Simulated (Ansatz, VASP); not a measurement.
## One calculation of NaH, two programs

```
Na H
1.0
     0.00000    2.37271    2.51982
     2.37271    0.00000    2.51982
     2.37271    2.37271    0.00000
Na H
1 1
Direct
  0.00000 0.00000 0.00000
  0.50000 0.50000 0.50000
```

Alike in both runs: task single point; functional r2SCAN; k mesh 10 × 10 × 10; occupations fermi-dirac, width 0.2 eV; no spin polarisation.

|  | VASP | Ansatz |
| --- | --- | --- |
| version | VASP 6.6.1 | Ansatz 0.2.0 |
| potentials or method | VASP PAW PBE potentials, release 64 (Na_pv, H), cutoff 520 eV | scalar-relativistic, plane waves, PAW |
| valence electrons in the cell | 8 | 10 |

|  | VASP | Ansatz | Ansatz less VASP |
| --- | --- | --- | --- |
| gap on the k mesh at the Fermi level (eV) | 4.33 | 4.32 | -0.011 |
| least direct gap on the mesh (eV) | 5.08 | 5.06 | -0.015 |
| pressure (GPa) | -0.6 | -0.5 | +0.07 |
| traceless stress, the component that is largest in VASP (GPa) | -1.27 | -1.23 | +0.037 |

VASP's potentials were made for PBE, not for r2SCAN. With one functional, cell and mesh, what is left measures potentials, basis and numerics. VASP's potentials hold 8 valence electrons a cell and Ansatz's 10, so a difference there can come from the potentials and not from the codes.
